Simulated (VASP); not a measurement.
Input of a VASP 6.6.1 run:

Contents of POSCAR:

```
MgO
1.0
    0.0000000000      2.1021086852      2.1967035760
    2.1021086852      0.0000000000      2.1967035760
    2.1021086852      2.1021086852      0.0000000000
Mg O
1 1
Direct
    0.0000000000      0.0000000000      0.0000000000
    0.5000000000      0.5000000000      0.5000000000
```

Contents of INCAR.step1:

```
ALGO = Normal
EDIFF = 1E-4
ENCUT = 520
GGA = PE
ISMEAR = 0
LASPH = T
LCHARG = F
LREAL = F
LWAVE = T
NBANDS = 11
NELM = 80
PREC = Accurate
SIGMA = 0.05
```

Contents of INCAR.step2:

```
ALGO = Normal
EDIFF = 1E-6
ENCUT = 520
ISIF = 2
ISMEAR = 0
ISTART = 1
LASPH = T
LCHARG = F
LMIXTAU = T
LREAL = F
LWAVE = F
METAGGA = R2SCAN
NBANDS = 11
NELM = 80
PREC = Accurate
SIGMA = 0.05
```

File KPOINTS:

```
k-points
0
Gamma
  10 10 10
```

Potentials or basis: VASP PAW PBE potentials, release 64 (Mg, O).

Command:

```sh
$ cat potpaw_PBE.64/Mg/POTCAR potpaw_PBE.64/O/POTCAR > POTCAR
$ cp INCAR.step1 INCAR
$ mpirun -np 1 vasp_std > vasp.out
$ cp INCAR.step2 INCAR
$ mpirun -np 1 vasp_std > vasp.out
```

Predict the band gap on the k mesh.

5.15 eV, direct.

Predict the pressure.

-7.2 GPa.

Stress tensor (GPa, compression positive):
```
 -5.00   0.00   0.00
  0.00  -5.00   0.00
  0.00   0.00 -11.67
```

Caveat: the cell differs from its parent crystal (strain +0.0450 x Voigt [0, 0, 1, 0, 0, 0]); the PAW data sets were made with another functional, which shifts forces and pressure a little.
